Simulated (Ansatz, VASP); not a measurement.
## One calculation of SiC, two programs

The input INCAR:

```
SYSTEM = SiC
PREC = Accurate
ENCUT = 520
EDIFF = 1E-7
ISMEAR = 0
SIGMA = 0.05
LREAL = .FALSE.
LASPH = .TRUE.
NELM = 80
ALGO = Normal
ISIF = 2
LWAVE = .FALSE.
LCHARG = .FALSE.
GGA = PE
NBANDS = 11
```

File KPOINTS:

```
regular mesh
0
G
  12 12 12
  0 0 0
```

File POSCAR:

```
SiC
1.0
    0.0000000000      2.2142029233      2.2142029233
    2.2142029233      0.0000000000      2.2142029233
    2.3374602193      2.3374602193     -0.1232572961
Si C
1 1
Direct
    0.0000000000      0.0000000000      0.0000000000
    0.7500000000      0.7500000000      0.7500000000
```

Input for Ansatz:

```yaml
crystal:
  lattice:
    - [0.0, 2.2142029233, 2.2142029233]
    - [2.2142029233, 0.0, 2.2142029233]
    - [2.3374602193, 2.3374602193, -0.1232572961]
  atoms:
    - { symbol: Si, position: [0.0, 0.0, 0.0] }
    - { symbol: C, position: [0.75, 0.75, 0.75] }
basis:
  ecutwfc: 520.0
kpoints:
  mp_grid: { grid: [12, 12, 12] }
hamiltonian:
  xc: pbe
scf:
  occupations: { method: gaussian, width: 0.05 }
output:
  forces: true
  stress: true
  eigenvalues: true
```

Alike in both runs: task single point; functional PBE; k mesh 12 × 12 × 12; occupations gaussian, width 0.05 eV; no spin polarisation.

|  | VASP | Ansatz |
| --- | --- | --- |
| version | VASP 6.6.1 | Ansatz 0.2.0 |
| potentials or method | VASP PAW PBE potentials, release 64 (Si, C), cutoff 520 eV | scalar-relativistic, plane waves, PAW |
| valence electrons in the cell | 8 | 8 |

|  | VASP | Ansatz | Ansatz less VASP |
| --- | --- | --- | --- |
| gap on the k mesh at the Fermi level (eV) | 1.23 | 1.24 | +0.004 |
| least direct gap on the mesh (eV) | 3.60 | 3.60 | -0.001 |
| pressure (GPa) | -17.8 | -17.8 | 0.00 |
| traceless stress, the component that is largest in VASP (GPa) | -9.75 | -9.70 | +0.052 |
| rms of the force components (eV/Å) | 0.009 | 0.010 | +0.0010 |

Atom by atom the forces differ by 0.001 eV/Å (rms over components). With one functional, cell and mesh, what is left measures potentials, basis and numerics.
